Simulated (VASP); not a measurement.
Set up this calculation in VASP 6.6.1, as the native input.

| Quantity | Value |
| --- | --- |
| Task | single point |
| Functional | PBEsol |
| Potentials or basis | VASP PAW PBE potentials, release 64 (Ca_sv) |
| Cutoff | 520 eV |
| k mesh | 11 × 11 × 1 |
| Occupations | fermi-dirac, width 0.1 eV |
| Spin | no spin polarisation |
| Dipole correction | yes |
| Electric field (eV/Å) | -0.1 eV/Å |
| Further INCAR settings | ALGO = Normal; EDIFF = 1e-06; NBANDS = 33; EFIELD = -0.1 |

The structure of Ca lies in POSCAR:

```
Ca
1.0
    3.8579598800      0.0000000000      0.0000000000
   -1.9289799400      3.3410912629      0.0000000000
    0.0000000000      0.0000000000     32.6000000000
Ca
5
Direct
    0.8333333333      0.1666666667      0.3092479501
    0.1666666667      0.8333333333      0.4034120216
    0.5000000000      0.5000000000      0.4999999380
    0.8333333333      0.1666666667      0.5965879476
    0.1666666667      0.8333333333      0.6907521427
```

One way to write it, as run:

INCAR

```
PREC     = Accurate       # precision mode
ENCUT    = 520            # plane-wave cutoff, eV
EDIFF    = 1E-6           # SCF threshold, eV
ISMEAR   = -1             # smearing method
SIGMA    = 0.1            # smearing width, eV
LREAL    = F              # projectors in reciprocal space
LASPH    = T              # aspherical terms in the spheres
NELM     = 80             # most SCF steps
ALGO     = Normal         # electronic algorithm
ISIF     = 2              # what is computed and relaxed
LWAVE    = F              # write WAVECAR
LCHARG   = F              # write CHGCAR
LDIPOL   = T            
IDIPOL   = 3            
DIPOL    = 0.5 0.5 0.500
GGA      = PS             # functional
EFIELD   = -0.1         
NBANDS   = 33             # bands
```

KPOINTS

```
regular mesh
0
Gamma
  11 11 1
```

Potentials or basis: VASP PAW PBE potentials, release 64 (Ca_sv).

Command:

```bash
$ cat potpaw_PBE.64/Ca_sv/POTCAR > POTCAR
$ mpirun -np 1 vasp_std > vasp.out
```

Results of the run:

```json
{
 "Largest force": "0.009 eV/Å",
 "Band gap on the k mesh": "zero (bands 25 and 26 overlap by 0.25 eV)"
}
```

Caveat: the PAW data sets were made with another functional, which shifts forces and pressure a little.

It took 5.8 min on 1 thread of AMD EPYC 9R45 96-Core Processor (Zen 5), with other jobs on the host, peak memory 0.56 GiB.
